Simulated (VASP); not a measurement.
# NiPt (P4/mmm) in VASP: notebook

NiPt is run at these levels: LDA; tasks: single point.

Program: VASP 6.6.1. These are calculated values, not measurements. Logs are shortened: lines on timing, memory, paths and dates and some standing lists are left out, and cuts for length are marked.

## 1. The cell of the first run

The structure is tetragonal, space group P4/mmm (No. 123). The conventional cell has a = 2.673 Å, b = 2.673 Å, c = 3.530 Å, α = 90.00°, β = 90.00°, γ = 90.00°. Within 3.4 Å of Ni (site symmetry 4/mmm) lie 8 Pt at 2.59 Å and 4 Ni at 2.67 Å. Within 3.4 Å of Pt (site symmetry 4/mmm) lie 8 Ni at 2.59 Å and 4 Pt at 2.67 Å.

## 2. Single point, LDA (volume scaled by 0.96)

Input file INCAR:

```
PREC     = Accurate       # precision mode
ENCUT    = 520            # plane-wave cutoff, eV
EDIFF    = 1E-6           # SCF threshold, eV
ISMEAR   = -1             # smearing method
SIGMA    = 0.1            # smearing width, eV
LREAL    = F              # projectors in reciprocal space
LASPH    = T              # aspherical terms in the spheres
NELM     = 80             # most SCF steps
ALGO     = Normal         # electronic algorithm
ISIF     = 2              # what is computed and relaxed
LWAVE    = F              # write WAVECAR
LCHARG   = F              # write CHGCAR
GGA      = CA             # functional
NBANDS   = 17             # bands
```

Input file KPOINTS:

```
regular mesh
0
Gamma
  11 11 8
```

Input file POSCAR:

```
NiPt
1.0
    2.6733144964      0.0000000000      0.0000000000
    0.0000000000      2.6733144964      0.0000000000
    0.0000000000      0.0000000000      3.5299583959
Ni Pt
1 1
Direct
    0.5000000000      0.5000000000      0.5000000000
    0.0000000000      0.0000000000      0.0000000000
```

Potentials or basis: VASP PAW LDA potentials, release 64 (Ni, Pt).

Command:

```
cat potpaw_LDA.64/Ni/POTCAR potpaw_LDA.64/Pt/POTCAR > POTCAR
mpirun -np 1 vasp_std > vasp.out
```

OUTCAR:

```text
PREC = Accurate
   ENCUT = 520
   EDIFF = 1E-6
   ISMEAR = -1
   LREAL = F
   LASPH = T
   NELM = 80
   ISIF = 2
   GGA = CA

 ion  position               nearest neighbor table
   1  0.500  0.500  0.500-   2 2.59   2 2.59   2 2.59   2 2.59   2 2.59   2 2.59   2 2.59   2 2.59

   2  0.000  0.000  0.000-   1 2.59   1 2.59   1 2.59   1 2.59   1 2.59   1 2.59   1 2.59   1 2.59

  LATTYP: Found a simple tetragonal cell.
 ALAT       =     2.6733144964
 C/A-ratio  =     1.3204426193

  Lattice vectors:

 A1 = (   2.6733144964,   0.0000000000,   0.0000000000)
 A2 = (   0.0000000000,   2.6733144964,   0.0000000000)
 A3 = (   0.0000000000,   0.0000000000,   3.5299583959)

Analysis of symmetry for initial positions (statically):
=====================================================================
 Subroutine PRICEL returns:
 Original cell was already a primitive cell.

 Routine SETGRP: Setting up the symmetry group for a
 simple tetragonal supercell.

 Subroutine GETGRP returns: Found 16 space group operations
 (whereof 16 operations were pure point group operations)
 out of a pool of 16 trial point group operations.

The static configuration has the point symmetry D_4h.

Analysis of symmetry for dynamics (positions and initial velocities):
=====================================================================
 Subroutine PRICEL returns:
 Original cell was already a primitive cell.

 Routine SETGRP: Setting up the symmetry group for a
 simple tetragonal supercell.

 Subroutine GETGRP returns: Found 16 space group operations
 (whereof 16 operations were pure point group operations)
 out of a pool of 16 trial point group operations.

The dynamic configuration has the point symmetry D_4h.

 Subroutine INISYM returns: Found 16 space group operations
 (whereof 16 operations are pure point group operations),
 and found     1 'primitive' translations

----------------------------------------------------------------------------------------

                                     Primitive cell

  volume of cell :      25.2272

  direct lattice vectors                    reciprocal lattice vectors
     2.673314496  0.000000000  0.000000000     0.374067474  0.000000000  0.000000000
     0.000000000  2.673314496  0.000000000     0.000000000  0.374067474  0.000000000
     0.000000000  0.000000000  3.529958396     0.000000000  0.000000000  0.283289458

  length of vectors
     2.673314496  2.673314496  3.529958396     0.374067474  0.374067474  0.283289458

  position of ions in fractional coordinates (direct lattice)
     0.500000000  0.500000000  0.500000000
     0.000000000  0.000000000  0.000000000

  ion indices of the primitive-cell ions
   primitive index   ion index
                 1           1
                 2           2

----------------------------------------------------------------------------------------

 KPOINTS: regular mesh

Automatic generation of k-mesh.
 Grid dimensions read from file:
 generate k-points for:   11   11    8

 Generating k-lattice:

  Cartesian coordinates                     Fractional coordinates (reciprocal lattice)
     0.034006134  0.000000000  0.000000000     0.090909091  0.000000000  0.000000000
     0.000000000  0.034006134  0.000000000     0.000000000  0.090909091  0.000000000
     0.000000000  0.000000000  0.035411182     0.000000000  0.000000000  0.125000000

  Length of vectors
     0.034006134  0.034006134  0.035411182

  Shift w.r.t. Gamma in fractional coordinates (k-lattice)
     0.000000000  0.000000000  0.000000000

 Subroutine IBZKPT returns following result:
 ===========================================

 Found    105 irreducible k-points:

 Following reciprocal coordinates:
            Coordinates               Weight
  0.000000  0.000000  0.000000      1.000000
  0.090909  0.000000  0.000000      4.000000
  0.181818  0.000000  0.000000      4.000000
  0.272727  0.000000  0.000000      4.000000
  0.363636  0.000000  0.000000      4.000000
  0.454545  0.000000  0.000000      4.000000
[... 16 lines left out ...]
  0.090909  0.000000  0.125000      8.000000
  0.181818  0.000000  0.125000      8.000000
 [... further k-points ...]
   k-points           NKPTS =    105   k-points in BZ     NKDIM =    105   number of bands    NBANDS=     17
   number of dos      NEDOS =    301   number of ions     NIONS =      2
   total plane-waves  NPLWV =  11200
   dimension x,y,z NGX =    20 NGY =   20 NGZ =   28
   dimension x,y,z NGXF=    40 NGYF=   40 NGZF=   56
   ions per type =               1   1
   NGX,Y,Z   is equivalent  to a cutoff of  12.44, 12.44, 13.19 a.u.
   NGXF,Y,Z  is equivalent  to a cutoff of  24.87, 24.87, 26.37 a.u.
 SYSTEM =  unknown system
   PREC   = accura    normal or accurate (medium, high low for compatibility)
   ISTART =      0    job   : 0-new  1-cont  2-samecut
   ICHARG =      2    charge: 1-file 2-atom 10-const
   ISPIN  =      1    spin polarized calculation?
   LNONCOLLINEAR =      F non collinear calculations
   LSORBIT =      F    spin-orbit coupling
   LASPH  =      T    aspherical Exc in radial PAW
   ENCUT  =  520.0 eV  38.22 Ry    6.18 a.u.   4.97  4.97  6.56*2*pi/ulx,y,z
   NELM   =     80;   NELMIN=  2; NELMDL= -5     # of ELM steps
   EDIFF  = 0.1E-05   stopping-criterion for ELM
   LREAL  =      F    real-space projection
   EDIFFG = 0.1E-04   stopping-criterion for IOM
   NSW    =      0    number of steps for IOM
   IBRION =     -1    ionic relax: 0-MD 1-quasi-New 2-CG
   NFREE  =      0    steps in history (QN), initial steepest desc. (CG)
   ISIF   =      2    stress and relaxation
   ISYM   =      2    0-nonsym 1-usesym 2-fastsym
   POTIM  = 0.5000    time-step for ionic-motion
   TEBEG  =    0.0;   TEEND  =   0.0 temperature during run
   PSTRESS=    0.0 pullay stress
   NELECT =      20.0000    total number of electrons
   NUPDOWN=      -1.0000    fix difference up-down
   EMIN   =  10.00;   EMAX   =-10.00  energy-range for DOS
   EFERMI =   0.00;   METHOD = LEGACY
   ISMEAR =    -1;   SIGMA  =   0.10  broadening in eV -4-tet -1-fermi 0-gaus
   EFERMI_NEDOS =   21; number of points for ismear=-14 and -15
   IALGO  =     38    algorithm
   IMIX   =      4    mixing-type and parameters
     AMIX     =   0.40;   BMIX     =  1.00
     AMIX_MAG =   1.60;   BMIX_MAG =  1.00
  volume/ion in A,a.u.               =      12.61        85.12
  Fermi-wavevector in a.u.,A,eV,Ry     =   1.515171  2.863258 31.235475  2.295743
  Thomas-Fermi vector in A             =   2.624730
   LORBIT       =      0    0 simple, 1 ext, 2 COOP (PROOUT), +10 PAW based schemes
   GGA     = CA    functional components
   LHFCALC =     F    Hartree Fock is set to
   AEXX    =    0.0000 exact exchange contribution
   IVDW    =     0    specifies the selected vdW correction
   LEPSILON=     F    determine dielectric tensor
   LRPA    =     F    only Hartree local field effects (RPA)
 non-spin polarized calculation
  energy-cutoff  :      520.00
  volume of cell :       25.23
 maximum number of plane-waves:       690
 NGX is ok and might be reduce to    20
   NGX =  9   NGY =  9   NGZ = 13

 number of electron      19.9999989 magnetization

 Free energy of the ion-electron system (eV)
  ---------------------------------------------------
  ext. energy  EPLUGINS =         0.00000000
  ---------------------------------------------------
  free energy    TOTEN  =       -14.30590524 eV

  energy without entropy =      -14.18933869  energy(sigma->0) =      -14.24762196

 E-fermi :  10.7336     XC(G=0): -13.8169

 val. band max:       10.7319216064   @ k =   0.4545   0.0000   0.3750
 cond. band min:      10.7421472952   @ k =   0.4545   0.0909   0.5000
 fundamental gap:      0.0102256888
 Fermi energy:        10.7335856238

 k-point     1 :       0.0000    0.0000    0.0000
  band No.  band energies     occupation
      1       0.7301      2.00000
      2       4.3644      2.00000
      3       4.4479      2.00000
      4       7.7324      2.00000
      5       7.7324      2.00000
      6       8.7698      2.00000
[... 9 lines left out ...]
     16      28.8920      0.00000
     17      30.5774      0.00000

 k-point     2 :       0.0909    0.0000    0.0000
  band No.  band energies     occupation
      1       0.9554      2.00000
      2       4.4788      2.00000
      3       4.6141      2.00000
      4       7.6046      2.00000
      5       7.7996      2.00000
      6       8.8160      2.00000
[... 9 lines left out ...]
     16      29.1274      0.00000
     17      30.0925      0.00000

 k-point     3 :       0.1818    0.0000    0.0000
  band No.  band energies     occupation
      1       1.5887      2.00000
      2       4.7285      2.00000
      3       5.1578      2.00000
      4       7.2335      2.00000
      5       7.9957      2.00000
      6       8.8979      2.00000
[... 9 lines left out ...]
     16      28.6309      0.00000
     17      29.5603      0.00000

 k-point     4 :       0.2727    0.0000    0.0000
  band No.  band energies     occupation
      1       2.5056      2.00000
      2       5.0984      2.00000
      3       5.9135      2.00000
      4       6.7080      2.00000
      5       8.3056      2.00000
      6       8.6719      2.00000
[... 9 lines left out ...]
     16      27.1484      0.00000
     17      29.1505      0.00000

 k-point     5 :       0.3636    0.0000    0.0000
  band No.  band energies     occupation
      1       3.4933      2.00000
      2       5.5528      2.00000
      3       6.2207      2.00000
      4       6.5395      2.00000
      5       8.3161      2.00000
      6       8.4826      2.00000
[... 9 lines left out ...]
     16      27.5277      0.00000
     17      27.9385      0.00000

 k-point     6 :       0.4545    0.0000    0.0000
  band No.  band energies     occupation
      1       4.1924      2.00000
      2       5.9391      2.00000
      3       6.0231      2.00000
      4       6.6739      2.00000
      5       8.0949      2.00000
      6       8.3041      2.00000
[... 9 lines left out ...]
     16      25.7308      0.00000
     17      28.7551      0.00000

 k-point     7 :       0.0909    0.0909    0.0000
  band No.  band energies     occupation
      1       1.1802      2.00000
      2       4.6577      2.00000
      3       4.7117      2.00000
      4       7.4997      2.00000
      5       7.8352      2.00000
      6       8.8707      2.00000
[... 9 lines left out ...]
     16      29.3774      0.00000
     17      30.8990      0.00000

 k-point     8 :       0.1818    0.0909    0.0000
  band No.  band energies     occupation
      1       1.8102      2.00000
      2       4.9198      2.00000
      3       5.2279      2.00000
      4       7.1558      2.00000
      5       7.9416      2.00000
      6       8.7976      2.00000
[... 9 lines left out ...]
     16      29.6292      0.00000
     17      29.8496      0.00000
[... 203 lines left out ...]
      1       4.2007      2.00000
      2       5.4113      2.00000
      3       5.6192      2.00000
      4       5.7480      2.00000
      5       8.6293      2.00000
      6       9.5880      1.99998
[... 9 lines left out ...]
     16      24.9611      0.00000
     17      26.0654      0.00000

 k-point    20 :       0.4545    0.3636    0.0000
  band No.  band energies     occupation
      1       3.9999      2.00000
      2       5.3806      2.00000
      3       5.4223      2.00000
      4       5.5997      2.00000
      5       9.2895      2.00000
      6       9.8288      1.99976
[... 9 lines left out ...]
     16      23.7701      0.00000
     17      25.2510      0.00000

 k-point    21 :       0.4545    0.4545    0.0000
  band No.  band energies     occupation
      1       3.6916      2.00000
      2       5.2909      2.00000
      3       5.3043      2.00000
      4       5.3943      2.00000
      5      10.2619      1.98227
      6      10.4257      1.91199
[... 9 lines left out ...]
     16      24.0267      0.00000
     17      24.3161      0.00000

 k-point    22 :       0.0000    0.0000    0.1250
  band No.  band energies     occupation
      1       0.9448      2.00000
      2       4.4190      2.00000
      3       4.5391      2.00000
      4       7.8052      2.00000
      5       7.8052      2.00000
      6       8.6781      2.00000
[... 9 lines left out ...]
     16      28.2564      0.00000
     17      31.0247      0.00000

 k-point    23 :       0.0909    0.0000    0.1250
  band No.  band energies     occupation
      1       1.1673      2.00000
      2       4.5364      2.00000
      3       4.7001      2.00000
      4       7.6489      2.00000
      5       7.8524      2.00000
      6       8.7487      2.00000
[... 9 lines left out ...]
     16      28.3898      0.00000
     17      30.8060      0.00000

 k-point    24 :       0.1818    0.0000    0.1250
  band No.  band energies     occupation
      1       1.7861      2.00000
      2       4.7780      2.00000
      3       5.2483      2.00000
      4       7.2269      2.00000
      5       7.9746      2.00000
      6       8.8680      2.00000
[... 9 lines left out ...]
     16      27.7048      0.00000
     17      30.1857      0.00000

 [... further k-points ...]

------------------------ aborting loop because EDIFF is reached ----------------------------------------

  FORCE on cell =-STRESS in cart. coord.  units (eV):
  Direction    XX          YY          ZZ          XY          YZ          ZX
  --------------------------------------------------------------------------------------
  -------------------------------------------------------------------------------------
  Total       -0.4574228     -0.4574228     -0.4553115      0.0000000      0.0000000     -0.0000000
  in kB      -29.0508418    -29.0508418    -28.9167510      0.0000000      0.0000000     -0.0000000
  external PRESSURE =     -29.0061449 kB  Pullay stress =       0.0000000 kB

 VOLUME and BASIS-vectors are now :
 -----------------------------------------------------------------------------
  energy-cutoff  :      520.00
  volume of cell :       25.23
      direct lattice vectors                 reciprocal lattice vectors
     2.673314496  0.000000000  0.000000000     0.374067474  0.000000000  0.000000000
     0.000000000  2.673314496  0.000000000     0.000000000  0.374067474  0.000000000
     0.000000000  0.000000000  3.529958396     0.000000000  0.000000000  0.283289458

 POSITION                                       TOTAL-FORCE (eV/Angst)
 -----------------------------------------------------------------------------------
      1.33666      1.33666      1.76498         0.000000      0.000000      0.000000
      0.00000      0.00000      0.00000         0.000000      0.000000      0.000000
 -----------------------------------------------------------------------------------
    total drift:                               -0.000000      0.000000      0.000000

  FREE ENERGIE OF THE ION-ELECTRON SYSTEM (eV)
  ---------------------------------------------------
  free  energy   TOTEN  =       -14.3059052374 eV

  energy  without entropy=      -14.1893386907  energy(sigma->0) =      -14.24762196
```

Run time: 22 s. Hardware: 1 thread of Intel Xeon Platinum 8488C (Sapphire Rapids), shared host; peak memory 0.16 GiB.

What came out:

```yaml
Free_energy: -14.3059 eV
Pressure: -2.9 GPa
Band_gap_on_the_k_mesh: zero (band 10 reaches 11.46 eV, above the bottom of band 11 at 9.73 eV)
```

Caveat: the cell differs from its parent crystal (volume scaled by 0.96); spin-orbit coupling is left out, which moves the levels of the heavy elements.

## 3. Single point, LDA

This run uses another cell than the first one, of 13.14 Å³/atom, 1.042 times its volume.

Input file INCAR:

```
  PREC = Accurate
  ENCUT = 520
  EDIFF = 1E-6
  ISMEAR = -1
  SIGMA = 0.1
  LREAL = F
  LASPH = T
  NELM = 100
  ALGO = Normal
  ISIF = 2
  LWAVE = F
  LCHARG = F
  GGA = CA
  NBANDS = 17
```

KPOINTS is that of step 2.

Input file POSCAR:

```
NiPt
1.0
    2.7099397941      0.0000000000      0.0000000000
    0.0000000000      2.7099397941      0.0000000000
    0.0000000000      0.0000000000      3.5783200000
Ni Pt
1 1
Direct
    0.5000000000      0.5000000000      0.5000000000
    0.0000000000      0.0000000000      0.0000000000
```

Potentials or basis: VASP PAW LDA potentials, release 64 (Ni, Pt).

Command:

```
cat potpaw_LDA.64/Ni/POTCAR potpaw_LDA.64/Pt/POTCAR > POTCAR
mpirun -np 1 vasp_std > vasp.out
```

Wall time 22 s (1 thread of Intel Xeon Platinum 8488C (Sapphire Rapids), shared host); peak memory 0.16 GiB.

Results (log left out):

```yaml
Free_energy: -14.2544 eV
Pressure: -12.5 GPa
Band_gap_on_the_k_mesh: zero (band 10 reaches 10.68 eV, above the bottom of band 11 at 9.08 eV)
```

Stress tensor (GPa, compression positive):
```
-12.76   0.00   0.00
  0.00 -12.76   0.00
  0.00   0.00 -12.01
```

Levels at points of the mesh, in eV from the Fermi level:
| k point | band 6 | band 7 | band 8 | band 9 | band 10 | band 11 | band 12 | band 13 | band 14 | band 15 |
| --- | --- | --- | --- | --- | --- | --- | --- | --- | --- | --- |
| (0.00, 0.00, 0.00) | -1.83 | -1.34 | -0.76 | 0.06 | 0.28 | 0.28 | 3.09 | 10.98 | 11.73 | 11.73 |
| (0.00, 0.00, 0.50) | -1.98 | -1.98 | -1.33 | -1.32 | -1.32 | -0.76 | -0.58 | 15.95 | 16.49 | 16.73 |

Caveat: spin-orbit coupling is left out, which moves the levels of the heavy elements. Spin polarisation is off, so any magnetic state and its effect on volume and gap are missing.

[end of part 1 of 2]
